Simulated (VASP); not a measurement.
# Y2CoS4 (Fd-3m) in VASP: single point with r2SCAN

Aim: the single point of Y2CoS4 with r2SCAN.

Program: VASP 6.6.1. These are calculated values, not measurements. Logs are shortened: lines on timing, memory, paths and dates and some standing lists are left out, and cuts for length are marked.

### 1 The cell of the first run

Symmetry: Fd-3m, No. 227, cubic system. Conventional cell: a = 10.961 Å, b = 10.961 Å, c = 10.961 Å, α = 90.00°, β = 90.00°, γ = 90.00°. Within 3.3 Å of Co (site symmetry -43m) lie 4 S at 2.48 Å. S (site symmetry 3m) has 1 Co at 2.48 Å and 3 Y at 2.68 Å within 3.3 Å. Within 3.5 Å of Y (site symmetry -3m) lie 6 S at 2.68 Å.

### 2 Single point, r2SCAN

POSCAR reads:

```
Y2CoS4
1.0
    0.0000000000      5.4803290400      5.4803290400
    5.4803290400      0.0000000000      5.4803290400
    5.4803290400      5.4803290400      0.0000000000
Co S Y
2 8 4
Direct
    0.1250000000      0.1250000000      0.1250000000
    0.8750000000      0.8750000000      0.8750000000
    0.2554000000      0.2554000000      0.2554000000
    0.2662000000      0.7446000000      0.7446000000
    0.2554000000      0.2554000000      0.7338000000
    0.7446000000      0.2662000000      0.7446000000
    0.7338000000      0.2554000000      0.2554000000
    0.7446000000      0.7446000000      0.7446000000
    0.2554000000      0.7338000000      0.2554000000
    0.7446000000      0.7446000000      0.2662000000
    0.5000000000      0.5000000000      0.5000000000
    0.0000000000      0.5000000000      0.5000000000
    0.5000000000      0.5000000000      0.0000000000
    0.5000000000      0.0000000000      0.5000000000
```

INCAR.step1 reads:

```
SYSTEM = Y2CoS4
  PREC = Accurate
  ENCUT = 520
  ISMEAR = 1
  SIGMA = 0.0761
  LREAL = .False.
  LASPH = .True.
  NELM = 80
  NBANDS = 68
  GGA = PE
  ALGO = Normal
  EDIFF = 1E-4
  LWAVE = .True.
  LCHARG = .False.
```

INCAR.step2 reads:

```
SYSTEM = Y2CoS4
  PREC = Accurate
  ENCUT = 520
  EDIFF = 1E-6
  ISMEAR = 1
  SIGMA = 0.0761
  LREAL = .False.
  LASPH = .True.
  NELM = 80
  ALGO = Normal
  ISIF = 2
  LWAVE = .False.
  LCHARG = .True.
  METAGGA = R2SCAN
  LMIXTAU = .True.
  LELF = .True.
  LVHAR = .True.
  NBANDS = 68
  ISTART = 1
```

KPOINTS reads:

```
regular mesh
0
Gamma
  4 4 4
  0 0 0
```

Potentials or basis: VASP PAW PBE potentials, release 64 (Co, S, Y_sv).

Launch:

```console
> cat potpaw_PBE.64/Co/POTCAR potpaw_PBE.64/S/POTCAR potpaw_PBE.64/Y_sv/POTCAR > POTCAR
> cp INCAR.step1 INCAR
> mpirun -np 1 vasp_std > vasp.out
> cp INCAR.step2 INCAR
> mpirun -np 1 vasp_std > vasp.out
```

OUTCAR:

```text
SYSTEM = Y2CoS4
   PREC = Accurate
   ENCUT = 520
   EDIFF = 1E-6
   ISMEAR = 1
   LREAL = .False.
   LASPH = .True.
   NELM = 80
   ISIF = 2
   METAGGA = R2SCAN
   ISTART = 1

 ion  position               nearest neighbor table
   1  0.125  0.125  0.125-   5 2.48   7 2.48   9 2.48   3 2.48
   2  0.875  0.875  0.875-   4 2.48   6 2.48  10 2.48   8 2.48
   3  0.255  0.255  0.255-   1 2.48  12 2.68  14 2.68  13 2.68
   4  0.266  0.745  0.745-   2 2.48  11 2.68  13 2.68  14 2.68
   5  0.255  0.255  0.734-   1 2.48  11 2.68  12 2.68  14 2.68
   6  0.745  0.266  0.745-   2 2.48  11 2.68  13 2.68  12 2.68
   7  0.734  0.255  0.255-   1 2.48  11 2.68  13 2.68  14 2.68
   8  0.745  0.745  0.745-   2 2.48  12 2.68  14 2.68  13 2.68
   9  0.255  0.734  0.255-   1 2.48  11 2.68  13 2.68  12 2.68
  10  0.745  0.745  0.266-   2 2.48  11 2.68  12 2.68  14 2.68
  11  0.500  0.500  0.500-   4 2.68   5 2.68   6 2.68   7 2.68   9 2.68  10 2.68  12 3.88  13 3.88
                            14 3.88  13 3.88  14 3.88  12 3.88
  12  0.000  0.500  0.500-   3 2.68   8 2.68   5 2.68  10 2.68   9 2.68   6 2.68  11 3.88  13 3.88
                            14 3.88  11 3.88  13 3.88  14 3.88
  13  0.500  0.500  0.000-   3 2.68   8 2.68   6 2.68   7 2.68   4 2.68   9 2.68  11 3.88  11 3.88
                            12 3.88  14 3.88  14 3.88  12 3.88
  14  0.500  0.000  0.500-   3 2.68   8 2.68   5 2.68  10 2.68   4 2.68   7 2.68  11 3.88  13 3.88
                            11 3.88  12 3.88  13 3.88  12 3.88

  LATTYP: Found a face centered cubic cell.
 ALAT       =    10.9606580800

  Lattice vectors:

 A1 = (   0.0000000000,   5.4803290400,   5.4803290400)
 A2 = (   5.4803290400,   0.0000000000,   5.4803290400)
 A3 = (   5.4803290400,   5.4803290400,   0.0000000000)

Analysis of symmetry for initial positions (statically):
=====================================================================
 Subroutine PRICEL returns:
 Original cell was already a primitive cell.

 Routine SETGRP: Setting up the symmetry group for a
 face centered cubic supercell.

 Subroutine GETGRP returns: Found 48 space group operations
 (whereof 12 operations were pure point group operations)
 out of a pool of 48 trial point group operations.

The static configuration has the point symmetry D_3d.
 The point group associated with its full space group is O_h .

Analysis of symmetry for dynamics (positions and initial velocities):
=====================================================================
 Subroutine PRICEL returns:
 Original cell was already a primitive cell.

 Routine SETGRP: Setting up the symmetry group for a
 face centered cubic supercell.

 Subroutine GETGRP returns: Found 48 space group operations
 (whereof 12 operations were pure point group operations)
 out of a pool of 48 trial point group operations.

The dynamic configuration has the point symmetry D_3d.
 The point group associated with its full space group is O_h .

 Subroutine INISYM returns: Found 48 space group operations
 (whereof 12 operations are pure point group operations),
 and found     1 'primitive' translations

----------------------------------------------------------------------------------------

                                     Primitive cell

  volume of cell :     329.1925

  direct lattice vectors                    reciprocal lattice vectors
     0.000000000  5.480329040  5.480329040    -0.091235398  0.091235398  0.091235398
     5.480329040  0.000000000  5.480329040     0.091235398 -0.091235398  0.091235398
     5.480329040  5.480329040  0.000000000     0.091235398  0.091235398 -0.091235398

  length of vectors
     7.750355655  7.750355655  7.750355655     0.158024344  0.158024344  0.158024344

  position of ions in fractional coordinates (direct lattice)
     0.125000000  0.125000000  0.125000000
     0.875000000  0.875000000  0.875000000
     0.255400000  0.255400000  0.255400000
     0.266200000  0.744600000  0.744600000
     0.255400000  0.255400000  0.733800000
     0.744600000  0.266200000  0.744600000
     0.733800000  0.255400000  0.255400000
     0.744600000  0.744600000  0.744600000
     0.255400000  0.733800000  0.255400000
     0.744600000  0.744600000  0.266200000
     0.500000000  0.500000000  0.500000000
     0.000000000  0.500000000  0.500000000
     0.500000000  0.500000000  0.000000000
     0.500000000  0.000000000  0.500000000

  ion indices of the primitive-cell ions
[... 30 lines left out ...]

  Length of vectors
     0.039506086  0.039506086  0.039506086

  Shift w.r.t. Gamma in fractional coordinates (k-lattice)
     0.000000000  0.000000000  0.000000000

 Subroutine IBZKPT returns following result:
 ===========================================

 Found      8 irreducible k-points:

 Following reciprocal coordinates:
            Coordinates               Weight
  0.000000  0.000000  0.000000      1.000000
  0.250000  0.000000  0.000000      8.000000
  0.500000  0.000000  0.000000      4.000000
  0.250000  0.250000  0.000000      6.000000
  0.500000  0.250000  0.000000     24.000000
 -0.250000  0.250000  0.000000     12.000000
  0.500000  0.500000  0.000000      3.000000
 -0.250000  0.500000  0.250000      6.000000
   k-points           NKPTS =      8   k-points in BZ     NKDIM =      8   number of bands    NBANDS=     68
   number of dos      NEDOS =    301   number of ions     NIONS =     14
   total plane-waves  NPLWV = 216000
   dimension x,y,z NGX =    60 NGY =   60 NGZ =   60
   dimension x,y,z NGXF=   120 NGYF=  120 NGZF=  120
   ions per type =               2   8   4
   NGX,Y,Z   is equivalent  to a cutoff of  12.87, 12.87, 12.87 a.u.
   NGXF,Y,Z  is equivalent  to a cutoff of  25.74, 25.74, 25.74 a.u.
 SYSTEM =  Y2CoS4
   PREC   = accura    normal or accurate (medium, high low for compatibility)
   ISTART =      1    job   : 0-new  1-cont  2-samecut
   ICHARG =      0    charge: 1-file 2-atom 10-const
   ISPIN  =      1    spin polarized calculation?
   LNONCOLLINEAR =      F non collinear calculations
   LSORBIT =      F    spin-orbit coupling
   LASPH  =      T    aspherical Exc in radial PAW
   ENCUT  =  520.0 eV  38.22 Ry    6.18 a.u.  14.41 14.41 14.41*2*pi/ulx,y,z
   NELM   =     80;   NELMIN=  2; NELMDL=  0     # of ELM steps
   EDIFF  = 0.1E-05   stopping-criterion for ELM
   LREAL  =      F    real-space projection
   EDIFFG = 0.1E-04   stopping-criterion for IOM
   NSW    =      0    number of steps for IOM
   IBRION =     -1    ionic relax: 0-MD 1-quasi-New 2-CG
   NFREE  =      0    steps in history (QN), initial steepest desc. (CG)
   ISIF   =      2    stress and relaxation
   ISYM   =      2    0-nonsym 1-usesym 2-fastsym
   POTIM  = 0.5000    time-step for ionic-motion
   TEBEG  =    0.0;   TEEND  =   0.0 temperature during run
   PSTRESS=    0.0 pullay stress
   NELECT =     110.0000    total number of electrons
   NUPDOWN=      -1.0000    fix difference up-down
   EMIN   =  10.00;   EMAX   =-10.00  energy-range for DOS
   EFERMI =   0.00;   METHOD = LEGACY
   ISMEAR =     1;   SIGMA  =   0.08  broadening in eV -4-tet -1-fermi 0-gaus
   EFERMI_NEDOS =   21; number of points for ismear=-14 and -15
   IALGO  =     38    algorithm
   IMIX   =      4    mixing-type and parameters
     AMIX     =   0.40;   BMIX     =  1.00
     AMIX_MAG =   1.60;   BMIX_MAG =  1.00
  volume/ion in A,a.u.               =      23.51       158.68
  Fermi-wavevector in a.u.,A,eV,Ry     =   1.136028  2.146782 17.559134  1.290560
  Thomas-Fermi vector in A             =   2.272733
   LORBIT       =      0    0 simple, 1 ext, 2 COOP (PROOUT), +10 PAW based schemes
   METAGGA = R2SCAN    functional components
   LHFCALC =     F    Hartree Fock is set to
   AEXX    =    0.0000 exact exchange contribution
   IVDW    =     0    specifies the selected vdW correction
   LEPSILON=     F    determine dielectric tensor
   LRPA    =     F    only Hartree local field effects (RPA)
 non-spin polarized calculation
 Methfessel and Paxton  Order N= 1 SIGMA  =   0.08
  energy-cutoff  :      520.00
  volume of cell :      329.19
 maximum number of plane-waves:      8904
 NGX is ok and might be reduce to    60
   NGX = 29   NGY = 29   NGZ = 29

 number of electron     109.9999995 magnetization

 Free energy of the ion-electron system (eV)
  ---------------------------------------------------
  ext. energy  EPLUGINS =         0.00000000
  ---------------------------------------------------
  free energy    TOTEN  =      -191.29675609 eV

  energy without entropy =     -191.28065300  energy(sigma->0) =     -191.29138839

 E-fermi :   3.1047     XC(G=0):  -9.8348

 val. band max:        3.0961605756   @ k =   0.5000   0.5000   0.0000
 cond. band min:       3.1273980858   @ k =   0.5000   0.2500   0.0000
 fundamental gap:      0.0312375102
 Fermi energy:         3.1046680714

 k-point     1 :       0.0000    0.0000    0.0000
  band No.  band energies     occupation
      1     -40.1945      2.00000
      2     -40.1734      2.00000
      3     -40.1734      2.00000
      4     -40.1734      2.00000
      5     -19.9185      2.00000
      6     -19.7318      2.00000
[... 549 lines left out ...]
     66       7.3899      0.00000
     67       7.6739      0.00000
 [bands above 67 left out]

------------------------ aborting loop because EDIFF is reached ----------------------------------------

  FORCE on cell =-STRESS in cart. coord.  units (eV):
  Direction    XX          YY          ZZ          XY          YZ          ZX
  --------------------------------------------------------------------------------------
  -------------------------------------------------------------------------------------
  Total       -0.2508180     -0.2508180     -0.2508180     -0.0000000      0.0000000      0.0000000
  in kB       -1.2207294     -1.2207294     -1.2207294     -0.0000000      0.0000000      0.0000000
  external PRESSURE =      -1.2207294 kB  Pullay stress =       0.0000000 kB

 VOLUME and BASIS-vectors are now :
 -----------------------------------------------------------------------------
  energy-cutoff  :      520.00
  volume of cell :      329.19
      direct lattice vectors                 reciprocal lattice vectors
     0.000000000  5.480329040  5.480329040    -0.091235398  0.091235398  0.091235398
     5.480329040  0.000000000  5.480329040     0.091235398 -0.091235398  0.091235398
     5.480329040  5.480329040  0.000000000     0.091235398  0.091235398 -0.091235398

 POSITION                                       TOTAL-FORCE (eV/Angst)
 -----------------------------------------------------------------------------------
      1.37008      1.37008      1.37008        -0.000000     -0.000000     -0.000000
      9.59058      9.59058      9.59058        -0.000000     -0.000000     -0.000000
      2.79935      2.79935      2.79935        -0.930151     -0.930151     -0.930151
      8.16131      5.53952      5.53952         0.930151     -0.930151     -0.930151
      5.42114      5.42114      2.79935         0.930151      0.930151     -0.930151
      5.53952      8.16131      5.53952        -0.930151      0.930151     -0.930151
      2.79935      5.42114      5.42114        -0.930151      0.930151      0.930151
      8.16131      8.16131      8.16131         0.930151      0.930151      0.930151
      5.42114      2.79935      5.42114         0.930151     -0.930151      0.930151
      5.53952      5.53952      8.16131        -0.930151     -0.930151      0.930151
      5.48033      5.48033      5.48033        -0.000000     -0.000000     -0.000000
      5.48033      2.74016      2.74016        -0.000000     -0.000000     -0.000000
      2.74016      2.74016      5.48033        -0.000000     -0.000000     -0.000000
      2.74016      5.48033      2.74016        -0.000000     -0.000000     -0.000000
 -----------------------------------------------------------------------------------
    total drift:                                0.000000      0.000000      0.000000

  FREE ENERGIE OF THE ION-ELECTRON SYSTEM (eV)
  ---------------------------------------------------
  free  energy   TOTEN  =      -191.2967560924 eV

  energy  without entropy=     -191.2806529953  energy(sigma->0) =     -191.29138839
```

It took 19 min on 1 thread of Intel Xeon Platinum 8259CL at 2.50GHz (Skylake/Cascade Lake), shared host; peak memory 0.64 GiB.

What came out:

```yaml
Free_energy: -191.2968 eV
Pressure: -0.1 GPa
Largest_force: 1.611 eV/Å
Band_gap_on_the_k_mesh: zero (bands 55 and 56 overlap by 0.13 eV)
```

Forces on the atoms (eV/Å):
```
Co   0.000  0.000  0.000
Co   0.000  0.000  0.000
S   -0.930 -0.930 -0.930
S    0.930 -0.930 -0.930
S    0.930  0.930 -0.930
S   -0.930  0.930 -0.930
S   -0.930  0.930  0.930
S    0.930  0.930  0.930
S    0.930 -0.930  0.930
S   -0.930 -0.930  0.930
Y    0.000  0.000  0.000
Y    0.000  0.000  0.000
Y    0.000  0.000  0.000
Y    0.000  0.000  0.000
```

Levels at points of the mesh, in eV from the Fermi level:
| k point | band 51 | band 52 | band 53 | band 54 | band 55 | band 56 | band 57 | band 58 | band 59 | band 60 |
| --- | --- | --- | --- | --- | --- | --- | --- | --- | --- | --- |
| (0.00, 0.00, 0.00) | -0.70 | -0.70 | -0.03 | -0.03 | -0.03 | 0.40 | 0.40 | 0.40 | 1.30 | 1.95 |
| (0.50, 0.00, 0.00) | -0.48 | -0.48 | -0.38 | -0.14 | 0.07 | 0.07 | 0.18 | 0.18 | 2.68 | 2.73 |
| (0.50, 0.50, 0.00) | -0.65 | -0.65 | -0.32 | -0.32 | -0.01 | -0.01 | 0.03 | 0.03 | 2.41 | 2.41 |

Caveat: the PAW data sets were made with another functional, which shifts forces and pressure a little; the run has no spin polarisation, though such a crystal can be magnetic. With open d or f shells a metallic result of r2SCAN can be an artefact of self-interaction; +U or a hybrid may open a gap.

The gap in the log of VASP goes by the Fermi energy; the results here count the filled bands.